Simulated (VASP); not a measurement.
# MgO (P-6m2) in VASP: further runs

Runs on MgO. Level: LDA. Tasks: single point.

Program: VASP 6.6.1. These are calculated values, not measurements. Logs are shortened: lines on timing, memory, paths and dates and some standing lists are left out, and cuts for length are marked.

## 1. The cell of the first run

The structure is hexagonal, space group P-6m2 (No. 187). Conventional cell: a = 2.982 Å, b = 2.982 Å, c = 2.639 Å, α = 90.00°, β = 90.00°, γ = 120.00°. Mg (site symmetry -6m2) has 6 O at 2.17 Å and 8 Mg at 2.64 to 2.98 Å within 3.0 Å. O (site symmetry -6m2) has 6 Mg at 2.17 Å and 8 O at 2.64 to 2.98 Å within 3.0 Å.

## 2. Single point, LDA (strain +0.015 along x and y, -0.015 along z)

Contents of INCAR:

```
SYSTEM = MgO
PREC = Accurate
ENCUT = 750
EDIFF = 1E-6
ISMEAR = 0
SIGMA = 0.05
LREAL = .False.
LASPH = .True.
NELM = 120
ALGO = Normal
ISIF = 2
LWAVE = .False.
LCHARG = .False.
NBANDS = 15
GGA_COMPAT = .False.
```

Contents of KPOINTS:

```
regular mesh
0
Gamma
  9 9 8
  0 0 0
```

Contents of POSCAR:

```
MgO
1.0
    2.9820912170      0.0000000000      0.0000000000
   -1.4910456085      2.5825667503      0.0000000000
    0.0000000000      0.0000000000      2.6394848000
Mg O
1 1
Direct
    0.0000000000      0.0000000000      0.0000000000
    0.3333333333      0.6666666667      0.5000000000
```

Potentials or basis: VASP PAW LDA potentials, release 64 (Mg_sv, O).

On the command line:

```console
$ cat potpaw_LDA.64/Mg_sv/POTCAR potpaw_LDA.64/O/POTCAR > POTCAR
$ mpirun -np 1 vasp_std > vasp.out
```

OUTCAR:

```text
SYSTEM = MgO
   PREC = Accurate
   ENCUT = 750
   EDIFF = 1E-6
   ISMEAR = 0
   LREAL = .False.
   LASPH = .True.
   NELM = 120
   ISIF = 2

 ion  position               nearest neighbor table
   1  0.000  0.000  0.000-
   2  0.333  0.667  0.500-

  LATTYP: Found a hexagonal cell.
 ALAT       =     2.9820912170
 C/A-ratio  =     0.8851120264

  Lattice vectors:

 A1 = (   2.9820912170,   0.0000000000,   0.0000000000)
 A2 = (  -1.4910456085,   2.5825667503,   0.0000000000)
 A3 = (   0.0000000000,   0.0000000000,   2.6394848000)

Analysis of symmetry for initial positions (statically):
=====================================================================
 Subroutine PRICEL returns:
 Original cell was already a primitive cell.

 Routine SETGRP: Setting up the symmetry group for a
 hexagonal supercell.

 Subroutine GETGRP returns: Found 12 space group operations
 (whereof 12 operations were pure point group operations)
 out of a pool of 24 trial point group operations.

The static configuration has the point symmetry D_3h.

Analysis of symmetry for dynamics (positions and initial velocities):
=====================================================================
 Subroutine PRICEL returns:
 Original cell was already a primitive cell.

 Routine SETGRP: Setting up the symmetry group for a
 hexagonal supercell.

 Subroutine GETGRP returns: Found 12 space group operations
 (whereof 12 operations were pure point group operations)
 out of a pool of 24 trial point group operations.

The dynamic configuration has the point symmetry D_3h.

 Subroutine INISYM returns: Found 12 space group operations
 (whereof 12 operations are pure point group operations),
 and found     1 'primitive' translations

----------------------------------------------------------------------------------------

                                     Primitive cell

  volume of cell :      20.3279

  direct lattice vectors                    reciprocal lattice vectors
     2.982091217  0.000000000  0.000000000     0.335335148  0.193605838  0.000000000
    -1.491045608  2.582566750  0.000000000     0.000000000  0.387211676  0.000000000
     0.000000000  0.000000000  2.639484800     0.000000000  0.000000000  0.378861814

  length of vectors
     2.982091217  2.982091217  2.639484800     0.387211676  0.387211676  0.378861814

  position of ions in fractional coordinates (direct lattice)
     0.000000000  0.000000000  0.000000000
     0.333333333  0.666666667  0.500000000

  ion indices of the primitive-cell ions
   primitive index   ion index
                 1           1
                 2           2

----------------------------------------------------------------------------------------

 KPOINTS: regular mesh

Automatic generation of k-mesh.
 Grid dimensions read from file:
 generate k-points for:    9    9    8

 Generating k-lattice:

  Cartesian coordinates                     Fractional coordinates (reciprocal lattice)
     0.037259461  0.021511760  0.000000000     0.111111111 -0.000000000  0.000000000
     0.000000000  0.043023520  0.000000000     0.000000000  0.111111111  0.000000000
     0.000000000  0.000000000  0.047357727     0.000000000  0.000000000  0.125000000

  Length of vectors
     0.043023520  0.043023520  0.047357727

  Shift w.r.t. Gamma in fractional coordinates (k-lattice)
     0.000000000  0.000000000  0.000000000

 Subroutine IBZKPT returns following result:
 ===========================================

 Found     60 irreducible k-points:

 Following reciprocal coordinates:
            Coordinates               Weight
  0.000000  0.000000  0.000000      1.000000
  0.111111 -0.000000  0.000000      6.000000
  0.222222  0.000000  0.000000      6.000000
  0.333333 -0.000000  0.000000      6.000000
  0.444444  0.000000  0.000000      6.000000
  0.111111  0.111111  0.000000      6.000000
[... 16 lines left out ...]
  0.333333  0.222222  0.125000     24.000000
  0.333333  0.333333  0.125000      4.000000
 [... further k-points ...]
   k-points           NKPTS =     60   k-points in BZ     NKDIM =     60   number of bands    NBANDS=     15
   number of dos      NEDOS =    301   number of ions     NIONS =      2
   total plane-waves  NPLWV =  18816
   dimension x,y,z NGX =    28 NGY =   28 NGZ =   24
   dimension x,y,z NGXF=    56 NGYF=   56 NGZF=   48
   ions per type =               1   1
   NGX,Y,Z   is equivalent  to a cutoff of  15.61, 15.61, 15.12 a.u.
   NGXF,Y,Z  is equivalent  to a cutoff of  31.22, 31.22, 30.23 a.u.
 SYSTEM =  MgO
   PREC   = accura    normal or accurate (medium, high low for compatibility)
   ISTART =      0    job   : 0-new  1-cont  2-samecut
   ICHARG =      2    charge: 1-file 2-atom 10-const
   ISPIN  =      1    spin polarized calculation?
   LNONCOLLINEAR =      F non collinear calculations
   LSORBIT =      F    spin-orbit coupling
   LASPH  =      T    aspherical Exc in radial PAW
   ENCUT  =  750.0 eV  55.12 Ry    7.42 a.u.   6.66  6.66  5.89*2*pi/ulx,y,z
   NELM   =    120;   NELMIN=  2; NELMDL= -5     # of ELM steps
   EDIFF  = 0.1E-05   stopping-criterion for ELM
   LREAL  =      F    real-space projection
   EDIFFG = 0.1E-04   stopping-criterion for IOM
   NSW    =      0    number of steps for IOM
   IBRION =     -1    ionic relax: 0-MD 1-quasi-New 2-CG
   NFREE  =      0    steps in history (QN), initial steepest desc. (CG)
   ISIF   =      2    stress and relaxation
   ISYM   =      2    0-nonsym 1-usesym 2-fastsym
   POTIM  = 0.5000    time-step for ionic-motion
   TEBEG  =    0.0;   TEEND  =   0.0 temperature during run
   PSTRESS=    0.0 pullay stress
   NELECT =      16.0000    total number of electrons
   NUPDOWN=      -1.0000    fix difference up-down
   EMIN   =  10.00;   EMAX   =-10.00  energy-range for DOS
   EFERMI =   0.00;   METHOD = LEGACY
   ISMEAR =     0;   SIGMA  =   0.05  broadening in eV -4-tet -1-fermi 0-gaus
   EFERMI_NEDOS =   21; number of points for ismear=-14 and -15
   IALGO  =     38    algorithm
   IMIX   =      4    mixing-type and parameters
     AMIX     =   0.40;   BMIX     =  1.00
     AMIX_MAG =   1.60;   BMIX_MAG =  1.00
  volume/ion in A,a.u.               =      10.16        68.59
  Fermi-wavevector in a.u.,A,eV,Ry     =   1.511533  2.856383 31.085663  2.284732
  Thomas-Fermi vector in A             =   2.621577
   LORBIT       =      0    0 simple, 1 ext, 2 COOP (PROOUT), +10 PAW based schemes
   GGA     = CA    functional components
   LHFCALC =     F    Hartree Fock is set to
   AEXX    =    0.0000 exact exchange contribution
   IVDW    =     0    specifies the selected vdW correction
   LEPSILON=     F    determine dielectric tensor
   LRPA    =     F    only Hartree local field effects (RPA)
 non-spin polarized calculation
 Gauss-broadening in eV      SIGMA  =   0.05
  energy-cutoff  :      750.00
  volume of cell :       20.33
 maximum number of plane-waves:       996
 NGX is ok and might be reduce to    28
   NGX = 13   NGY = 13   NGZ = 11

 number of electron      15.9999997 magnetization

 Free energy of the ion-electron system (eV)
  ---------------------------------------------------
  ext. energy  EPLUGINS =         0.00000000
  ---------------------------------------------------
  free energy    TOTEN  =       -12.46767563 eV

  energy without entropy =      -12.46767563  energy(sigma->0) =      -12.46767563

 E-fermi :   3.1951     XC(G=0): -11.4689

 val. band max:        2.8218880282   @ k =   0.3333   0.3333   0.0000
 cond. band min:       5.4861715262   @ k =   0.0000   0.0000   0.0000
 fundamental gap:      2.6642834980
 Fermi energy:         3.1950851919

 k-point     1 :       0.0000    0.0000    0.0000
  band No.  band energies     occupation
      1     -69.8062      2.00000
      2     -37.2799      2.00000
      3     -37.2799      2.00000
      4     -37.2347      2.00000
      5     -14.4853      2.00000
      6       1.8551      2.00000
      7       1.8551      2.00000
      8       2.4757      2.00000
      9       5.4862      0.00000
     10      14.3625      0.00000
     11      17.3723      0.00000
     12      17.3723      0.00000
     13      21.8913      0.00000
     14      23.5858      0.00000
     15      24.5870      0.00000

 k-point     2 :       0.1111   -0.0000    0.0000
  band No.  band energies     occupation
      1     -69.8055      2.00000
      2     -37.2875      2.00000
      3     -37.2817      2.00000
      4     -37.2338      2.00000
      5     -14.3790      2.00000
      6       1.0787      2.00000
      7       1.7666      2.00000
      8       2.5096      2.00000
      9       6.2444      0.00000
     10      14.1617      0.00000
     11      16.6165      0.00000
     12      17.6889      0.00000
     13      22.9986      0.00000
     14      23.4000      0.00000
     15      24.7777      0.00000

 k-point     3 :       0.2222    0.0000    0.0000
  band No.  band energies     occupation
      1     -69.8037      2.00000
      2     -37.3062      2.00000
      3     -37.2859      2.00000
      4     -37.2319      2.00000
      5     -14.0962      2.00000
      6      -0.3044      2.00000
      7       1.5527      2.00000
      8       2.5973      2.00000
      9       7.5555      0.00000
     10      13.2571      0.00000
     11      16.3512      0.00000
     12      18.4594      0.00000
     13      22.8935      0.00000
     14      23.0139      0.00000
     15      25.4766      0.00000
[... 343 lines left out ...]
 k-point    23 :       0.3333    0.2222    0.1250
  band No.  band energies     occupation
      1     -69.7977      2.00000
      2     -37.3310      2.00000
      3     -37.3070      2.00000
      4     -37.2464      2.00000
      5     -13.2899      2.00000
      6      -1.5737      2.00000
      7      -0.0449      2.00000
      8       2.1209      2.00000
      9      10.3063      0.00000
     10      12.8805      0.00000
     11      15.6071      0.00000
     12      19.1060      0.00000
     13      20.4336      0.00000
     14      23.3830      0.00000
     15      26.8089      0.00000

 k-point    24 :       0.3333    0.3333    0.1250
  band No.  band energies     occupation
      1     -69.7973      2.00000
      2     -37.3243      2.00000
      3     -37.3180      2.00000
      4     -37.2459      2.00000
      5     -13.2272      2.00000
      6      -1.0132      2.00000
      7      -0.9599      2.00000
      8       2.1561      2.00000
      9      10.6580      0.00000
     10      13.3207      0.00000
     11      14.9391      0.00000
     12      19.4975      0.00000
     13      20.2921      0.00000
     14      23.2893      0.00000
     15      26.6158      0.00000

 [... further k-points ...]

------------------------ aborting loop because EDIFF is reached ----------------------------------------

  FORCE on cell =-STRESS in cart. coord.  units (eV):
  Direction    XX          YY          ZZ          XY          YZ          ZX
  --------------------------------------------------------------------------------------
  -------------------------------------------------------------------------------------
  Total       -1.9183799     -1.9183799     -0.1690849      0.0000000     -0.0000000      0.0000000
  in kB     -151.2006146   -151.2006146    -13.3267363      0.0000000     -0.0000000      0.0000000
  external PRESSURE =    -105.2426552 kB  Pullay stress =       0.0000000 kB

 VOLUME and BASIS-vectors are now :
 -----------------------------------------------------------------------------
  energy-cutoff  :      750.00
  volume of cell :       20.33
      direct lattice vectors                 reciprocal lattice vectors
     2.982091217  0.000000000  0.000000000     0.335335148  0.193605838  0.000000000
    -1.491045608  2.582566750  0.000000000     0.000000000  0.387211676  0.000000000
     0.000000000  0.000000000  2.639484800     0.000000000  0.000000000  0.378861814

 POSITION                                       TOTAL-FORCE (eV/Angst)
 -----------------------------------------------------------------------------------
      0.00000      0.00000      0.00000         0.000000      0.000000      0.000000
     -0.00000      1.72171      1.31974        -0.000000      0.000000      0.000000
 -----------------------------------------------------------------------------------
    total drift:                                0.000000     -0.000000     -0.000000

  FREE ENERGIE OF THE ION-ELECTRON SYSTEM (eV)
  ---------------------------------------------------
  free  energy   TOTEN  =       -12.4676756282 eV

  energy  without entropy=      -12.4676756282  energy(sigma->0) =      -12.46767563
```

Wall time 9 s (1 thread of Intel Xeon 6975P-C (Granite Rapids), shared host); peak memory 0.15 GiB.

What came out:

| Item | Value |
| --- | --- |
| Free energy | -12.4677 eV |
| Pressure | -10.5 GPa |
| Band gap on the k mesh | 2.66 eV (least direct gap 3.01 eV) |

Stress tensor (GPa, compression positive):
```
-15.12   0.00   0.00
  0.00 -15.12   0.00
  0.00   0.00  -1.33
```

Caveat: the cell differs from its parent crystal (strain +0.015 along x and y, -0.015 along z); the cell stands under tension; an odd mesh through Γ misses points on the zone boundary, where band edges can lie.

## 3. Single point, LDA (strain +0.030 along x and y, +0.000 along z)

Contents of INCAR:

```
SYSTEM = MgO
PREC     = Accurate       ! precision mode
ENCUT    = 750            ! plane-wave cutoff, eV
EDIFF    = 1E-6           ! SCF threshold, eV
ISMEAR   = 0              ! smearing method
SIGMA    = 0.05           ! smearing width, eV
LREAL    = .False.        ! projectors in reciprocal space
LASPH    = .True.         ! aspherical terms in the spheres
NELM     = 120            ! most SCF steps
ALGO     = Normal         ! electronic algorithm
ISIF     = 2              ! what is computed and relaxed
LWAVE    = .False.        ! write WAVECAR
LCHARG   = .True.         ! write CHGCAR
GGA      = CA             ! functional
LELF     = .True.         ! ELF
LVHAR    = .True.       
NBANDS   = 15             ! bands
GGA_COMPAT= .False.
```

KPOINTS is that of step 2.

Contents of POSCAR:

```
MgO
1.0
    3.0261615305      0.0000000000      0.0000000000
   -1.5130807653      2.6207327614      0.0000000000
    0.0000000000      0.0000000000      2.6796800000
Mg O
1 1
Direct
    0.0000000000      0.0000000000      0.0000000000
    0.3333333333      0.6666666667      0.5000000000
```

Potentials or basis: VASP PAW LDA potentials, release 64 (Mg_sv, O).

On the command line:

```console
$ cat potpaw_LDA.64/Mg_sv/POTCAR potpaw_LDA.64/O/POTCAR > POTCAR
$ mpirun -np 1 vasp_std > vasp.out
```

Wall time 9.4 s (1 thread of Intel Xeon 6975P-C (Granite Rapids), shared host); peak memory 0.15 GiB.

Results (log left out):

```
Free energy            : -12.3990 eV
Pressure               : -15.2 GPa
Band gap on the k mesh : 2.36 eV (least direct gap 2.70 eV)
```

Stress tensor (GPa, compression positive):
```
-18.93   0.00   0.00
  0.00 -18.93   0.00
  0.00   0.00  -7.69
```

Levels at points of the mesh, in eV from the valence-band top:
```tsv
k point	band 6	band 7	band 8	band 9	band 10	band 11
(0.00, 0.00, 0.00)	-0.91	-0.91	-0.34	2.36	11.40	14.22
(0.00, 0.00, 0.50)	-5.25	-0.37	-0.37	7.30	8.40	16.60
```

Caveat: the cell differs from its parent crystal (strain +0.030 along x and y, +0.000 along z); the cell stands under tension; an odd mesh through Γ misses points on the zone boundary, where band edges can lie.
